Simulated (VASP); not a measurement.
Mo:

```xyz
1
Lattice="-1.5838 1.5838 1.5838 1.5838 -1.5838 1.5838 1.5838 1.5838 -1.5838" Properties=species:S:1:pos:R:3 pbc="T T T"
Mo    0.0000    0.0000    0.0000
```

* Program: VASP 6.6.1
* Task: relaxation of cell and atoms
* Functional: LDA
* Potentials or basis: VASP PAW LDA potentials, release 64 (Mo_sv)
* Cutoff: 600 eV
* k mesh: 8 × 8 × 8
* Occupations: gaussian, width 0.1 eV
* Spin: no spin polarisation

At the start: pressure -12.5 GPa; volume 15.89 Å³/atom.

Question: Where does the relaxation end?

Answer: Over 4 steps the energy falls by 30.6 meV/atom and the volume is 15.15 Å³/atom (-4.7 %); space group Im-3m (No. 229, to 0.05 Å).

The path:
| step | energy change (eV) | largest force (eV/Å) | pressure (GPa) | volume (Å³) |
| --- | --- | --- | --- | --- |
| 1 | 0.0000 | 0.0000 | -12.53 | 15.89 |
| 2 | 0.2432 | 0.0000 | 50.45 | 13.20 |
| 3 | -0.0305 | 0.0000 | -0.78 | 15.18 |
| 4 | -0.0306 | 0.0000 | -0.11 | 15.15 |

Final structure:
```
Mo
1.0
    -1.55864    1.55864    1.55864
     1.55864   -1.55864    1.55864
     1.55864    1.55864   -1.55864
Mo
1
Direct
  0.00000 0.00000 0.00000
```
